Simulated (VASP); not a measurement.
# SrVO3 (P4/mmm) in VASP: single point with PBE

Aim: the single point of SrVO3 with PBE.

All numbers are computed with VASP 6.6.1; they aren't measurements. Logs are shortened: lines on timing, memory, paths and dates and some standing lists are left out, and cuts for length are marked.

## Step 1: The cell of the first run

The structure is tetragonal, space group P4/mmm (No. 123). The conventional cell has a = 4.090 Å, b = 4.090 Å, c = 3.720 Å, α = 90.00°, β = 90.00°, γ = 90.00°. Sr (site symmetry 4/mmm) has 12 O at 2.76 to 2.89 Å and 8 V at 3.44 Å within 3.6 Å. Within 2.5 Å of V (site symmetry 4/mmm) lie 6 O at 1.86 to 2.05 Å. Within 2.7 Å of O (site symmetry mmm) lie 2 V at 2.05 Å. Within 2.5 Å of O (site symmetry 4/mmm) lie 2 V at 1.86 Å.

## Step 2: Single point, PBE, collinear spin, ferromagnetic start (biaxial strain in the a-b plane: +6.0 %, then relaxed in part)

Input file INCAR:

```
  ALGO = Normal
  EDIFF = 1E-6
  ENCUT = 520
  GGA = PE
  ISIF = 2
  ISMEAR = 0
  ISPIN = 2
  LASPH = True
  LCHARG = True
  LELF = True
  LMAXMIX = 4
  LORBIT = 11
  LREAL = False
  LVHAR = True
  LWAVE = False
  MAGMOM = 0 0.29 0 0 0
  NBANDS = 32
  NELM = 150
  PREC = Accurate
  SIGMA = 0.1
```

Input file KPOINTS:

```
k-points
0
Gamma
  10 10 10
```

Input file POSCAR:

```
SrVO3
1.0
    4.0903938139      0.0000000000      0.0000000000
    0.0000000000      4.0903938139      0.0000000000
    0.0000000000      0.0000000000      3.7199430534
Sr V O
1 1 3
Direct
    0.5000000000      0.5000000000      0.5000000000
    0.0000000000      0.0000000000      0.0000000000
    0.5000000000      0.0000000000      0.0000000000
    0.0000000000      0.5000000000      0.0000000000
    0.0000000000      0.0000000000      0.5000000000
```

Potentials or basis: VASP PAW PBE potentials, release 64 (Sr_sv, V_sv, O).

Command:

```bash
$ cat potpaw_PBE.64/Sr_sv/POTCAR potpaw_PBE.64/V_sv/POTCAR potpaw_PBE.64/O/POTCAR > POTCAR
$ mpirun -np 1 vasp_std > vasp.out
```

OUTCAR:

```text
EDIFF = 1E-6
   ENCUT = 520
   GGA = PE
   ISIF = 2
   ISMEAR = 0
   ISPIN = 2
   LASPH = True
   LORBIT = 11
   LREAL = False
   NELM = 150
   PREC = Accurate

 ion  position               nearest neighbor table
   1  0.500  0.500  0.500-   3 2.76   4 2.76   3 2.76   4 2.76   3 2.76   3 2.76   4 2.76   4 2.76
                             5 2.89   5 2.89   5 2.89   5 2.89   2 3.44   2 3.44   2 3.44   2 3.44
   2  0.000  0.000  0.000-   5 1.86   5 1.86   3 2.05   4 2.05   4 2.05   3 2.05   1 3.44   1 3.44
                             1 3.44   1 3.44   1 3.44   1 3.44   1 3.44   1 3.44
   3  0.500  0.000  0.000-   2 2.05   2 2.05   1 2.76   1 2.76   1 2.76   1 2.76
   4  0.000  0.500  0.000-   2 2.05   2 2.05   1 2.76   1 2.76   1 2.76   1 2.76
   5  0.000  0.000  0.500-   2 1.86   2 1.86   1 2.89   1 2.89   1 2.89   1 2.89

  LATTYP: Found a simple tetragonal cell.
 ALAT       =     4.0903938139
 C/A-ratio  =     0.9094339623

  Lattice vectors:

 A1 = (   4.0903938139,   0.0000000000,   0.0000000000)
 A2 = (   0.0000000000,   4.0903938139,   0.0000000000)
 A3 = (   0.0000000000,   0.0000000000,   3.7199430534)

Analysis of symmetry for initial positions (statically):
=====================================================================
 Subroutine PRICEL returns:
 Original cell was already a primitive cell.

 Routine SETGRP: Setting up the symmetry group for a
 simple tetragonal supercell.

 Subroutine GETGRP returns: Found 16 space group operations
 (whereof 16 operations were pure point group operations)
 out of a pool of 16 trial point group operations.

The static configuration has the point symmetry D_4h.

Analysis of symmetry for dynamics (positions and initial velocities):
=====================================================================
 Subroutine PRICEL returns:
 Original cell was already a primitive cell.

 Routine SETGRP: Setting up the symmetry group for a
 simple tetragonal supercell.

 Subroutine GETGRP returns: Found 16 space group operations
 (whereof 16 operations were pure point group operations)
 out of a pool of 16 trial point group operations.

The dynamic configuration has the point symmetry D_4h.

Analysis of structural, dynamic, and magnetic symmetry:
=====================================================================
 Subroutine PRICEL returns:
 Original cell was already a primitive cell.

 Routine SETGRP: Setting up the symmetry group for a
 simple tetragonal supercell.

[... 139 lines left out ...]
   LEPSILON=     F    determine dielectric tensor
   LRPA    =     F    only Hartree local field effects (RPA)
 spin polarized calculation
 Gauss-broadening in eV      SIGMA  =   0.10
  energy-cutoff  :      520.00
  volume of cell :       62.24
 maximum number of plane-waves:      1704
   NGX = 15   NGY = 15   NGZ = 13

 number of electron      40.9999977 magnetization       0.0001670

 Free energy of the ion-electron system (eV)
  ---------------------------------------------------
  ext. energy  EPLUGINS =         0.00000000
  ---------------------------------------------------
  free energy    TOTEN  =       -38.93457245 eV

  energy without entropy =      -38.92838869  energy(sigma->0) =      -38.93148057

 E-fermi :   5.2940     XC(G=0): -11.0671

 val. band max:        5.2603880701   @ k =   0.2000   0.2000   0.1000
 cond. band min:       5.3081962015   @ k =   0.2000   0.2000   0.0000
 fundamental gap:      0.0478081315
 Fermi energy:         5.2940476474

 spin component 1

 k-point     1 :       0.0000    0.0000    0.0000
  band No.  band energies     occupation
      1     -60.5768      1.00000
      2     -34.4757      1.00000
      3     -34.3318      1.00000
      4     -34.3318      1.00000
      5     -29.3194      1.00000
      6     -14.1222      1.00000
[... 829 lines left out ...]
     31      12.3542      0.00000
     32      17.3286      0.00000

 [... further k-points ...]

 spin component 2

 k-point     1 :       0.0000    0.0000    0.0000
  band No.  band energies     occupation
      1     -60.5766      1.00000
      2     -34.4756      1.00000
      3     -34.3316      1.00000
      4     -34.3316      1.00000
      5     -29.3194      1.00000
      6     -14.1222      1.00000
[... 829 lines left out ...]
     31      12.3542      0.00000
     32      17.3287      0.00000

 [... further k-points ...]

------------------------ aborting loop because EDIFF is reached ----------------------------------------

  FORCE on cell =-STRESS in cart. coord.  units (eV):
  Direction    XX          YY          ZZ          XY          YZ          ZX
  --------------------------------------------------------------------------------------
  -------------------------------------------------------------------------------------
  Total       -5.7824464     -5.7824464      0.3269218      0.0000000     -0.0000000      0.0000000
  in kB     -148.8523375   -148.8523375      8.4156541      0.0000000     -0.0000000      0.0000000
  external PRESSURE =     -96.4296736 kB  Pullay stress =       0.0000000 kB

 VOLUME and BASIS-vectors are now :
 -----------------------------------------------------------------------------
  energy-cutoff  :      520.00
  volume of cell :       62.24
      direct lattice vectors                 reciprocal lattice vectors
     4.090393814  0.000000000  0.000000000     0.244475238  0.000000000  0.000000000
     0.000000000  4.090393814  0.000000000     0.000000000  0.244475238  0.000000000
     0.000000000  0.000000000  3.719943053     0.000000000  0.000000000  0.268821319

 POSITION                                       TOTAL-FORCE (eV/Angst)
 -----------------------------------------------------------------------------------
      2.04520      2.04520      1.85997         0.000000      0.000000      0.000000
      0.00000      0.00000      0.00000         0.000000      0.000000      0.000000
      2.04520      0.00000      0.00000         0.000000      0.000000      0.000000
      0.00000      2.04520      0.00000         0.000000      0.000000      0.000000
      0.00000      0.00000      1.85997         0.000000      0.000000      0.000000
 -----------------------------------------------------------------------------------
    total drift:                                0.000000     -0.000000      0.000000

  FREE ENERGIE OF THE ION-ELECTRON SYSTEM (eV)
  ---------------------------------------------------
  free  energy   TOTEN  =       -38.9345724485 eV

  energy  without entropy=      -38.9283886913  energy(sigma->0) =      -38.93148057

 total charge

# of ion       s       p       d       tot
------------------------------------------
    1        1.996   5.786   0.183   7.965
    2        2.258   6.297   2.870  11.425
    3        1.557   3.421   0.000   4.978
    4        1.557   3.421   0.000   4.978
    5        1.573   3.469   0.000   5.042
--------------------------------------------------
tot          8.942  22.394   3.053  34.390

 magnetization (x)

# of ion       s       p       d       tot
------------------------------------------
    1        0.000   0.000  -0.000   0.000
    2        0.000   0.000   0.000   0.000
    3       -0.000  -0.000   0.000  -0.000
    4       -0.000  -0.000   0.000  -0.000
    5       -0.000  -0.000   0.000  -0.000
--------------------------------------------------
tot          0.000  -0.000   0.000   0.000
```

stdout:

```text
POSCAR found type information on POSCAR SrV O
 POSCAR found :  3 types and       5 ions
 scaLAPACK will be used
 LDA part: xc-table for (Slater+PW92), standard interpolation
 POSCAR, INCAR and KPOINTS ok, starting setup
 FFT: planning ... GRIDC
 FFT: planning ... GRID_SOFT
 FFT: planning ... GRID
 WAVECAR not read
 entering main loop
```

Wall time 6.8 min (1 thread of Intel Xeon 6975P-C, shared host); peak memory 0.47 GiB.

What came out:

| Property | Result |
| --- | --- |
| Free energy | -38.9346 eV |
| Pressure | -9.6 GPa |
| Net moment | 0.00 μB per cell |
| Valence electrons inside the program's atomic spheres | Sr 7.96; V 11.43; O 4.98, 5.04 |

Caveat: the cell differs from its parent crystal (biaxial strain in the a-b plane: +6.0 %, then relaxed in part); semilocal functionals often make such compounds metallic where correlation or magnetic order opens a gap, which also shifts bond lengths.
